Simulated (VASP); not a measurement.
BaZrO3:

```xyz
5
Lattice="4.1913 0.0000 0.0000 0.0000 4.1913 0.0000 0.0000 0.0000 4.1913" Properties=species:S:1:pos:R:3 pbc="T T T"
Ba    0.0000    0.0000    0.0000
Zr    2.0957    2.0957    2.0957
O     2.0957    2.0957    0.0000
O     2.0957    0.0000    2.0957
O     0.0000    2.0957    2.0957
```

| Quantity | Value |
| --- | --- |
| Program | VASP 6.6.1 |
| Task | relaxation of cell and atoms |
| Functional | BLYP |
| Potentials or basis | VASP PAW PBE potentials, release 64 (Ba_sv, Zr_sv, O) |
| Cutoff | 600 eV |
| k mesh | 6 × 6 × 6 |
| Occupations | fermi-dirac, width 0.05 eV |
| Spin | no spin polarisation |

At the start: pressure 10.1 GPa; volume 14.73 Å³/atom.

Problem. Where does the relaxation end?

Solution. Over 4 steps the energy falls by 28.4 meV/atom and the volume is 15.67 Å³/atom (+6.4 %); space group Pm-3m (No. 221, to 0.1 Å) before and after.

The path:
```tsv
step	energy change (eV)	largest force (eV/Å)	pressure (GPa)	volume (Å³)
1	0.0000	0.0000	10.09	73.63
2	0.0096	0.0000	-8.25	83.96
3	-0.1422	0.0000	-0.14	78.47
4	-0.1422	0.0000	0.05	78.37
```

Final structure:
```cif
data_structure
_symmetry_space_group_name_H-M 'P 1'
_symmetry_Int_Tables_number 1
_cell_length_a 4.2794
_cell_length_b 4.2794
_cell_length_c 4.2794
_cell_angle_alpha 90.000
_cell_angle_beta 90.000
_cell_angle_gamma 90.000
_cell_volume 78.37
loop_
_atom_site_label
_atom_site_type_symbol
_atom_site_fract_x
_atom_site_fract_y
_atom_site_fract_z
_atom_site_occupancy
Ba1 Ba 0.00000 0.00000 0.00000 1
Zr1 Zr 0.50000 0.50000 0.50000 1
O1 O 0.50000 0.50000 0.00000 1
O2 O 0.50000 0.00000 0.50000 1
O3 O 0.00000 0.50000 0.50000 1
```

Caveat: the PAW data sets were made with another functional, which shifts forces and pressure a little.
